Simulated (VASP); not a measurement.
Here is a VASP 6.6.1 calculation.

The input INCAR:

```
SYSTEM = MgS
  PREC = Accurate
  ENCUT = 520
  EDIFF = 1E-6
  ISMEAR = 0
  SIGMA = 0.05
  LREAL = .False.
  LASPH = .True.
  NELM = 60
  ALGO = Normal
  ISIF = 2
  LWAVE = .False.
  LCHARG = .False.
  GGA = PS
  NBANDS = 11
```

Contents of KPOINTS:

```
Automatic mesh
0
Gamma
  8 8 8
  0 0 0
```

File POSCAR:

```
MgS
1.0
    0.0000000000      2.5498080421      2.8331200468
    2.5498080421      0.0000000000      2.8331200468
    2.5498080421      2.5498080421      0.0000000000
Mg S
1 1
Direct
    0.0000000000      0.0000000000      0.0000000000
    0.7500000000      0.7500000000      0.7500000000
```

Potentials or basis: VASP PAW PBE potentials, release 64 (Mg, S).

Run with:

```console
$ cat potpaw_PBE.64/Mg/POTCAR potpaw_PBE.64/S/POTCAR > POTCAR
$ mpirun -np 1 vasp_std > vasp.out
```

Q: Predict the band gap on the k mesh.

A: 3.20 eV, indirect (least direct gap 4.21 eV).

Q: Predict the pressure.

A: 17.2 GPa.

Stress tensor (GPa, compression positive):
```
17.52  0.00  0.00
 0.00 17.52  0.00
 0.00  0.00 16.54
```

Caveat: the cell differs from its parent crystal (strain -0.1000 x Voigt [1, 1, 0, 0, 0, 0]); the PAW data sets were made with another functional, which shifts forces and pressure a little. A k mesh can miss the band edges.
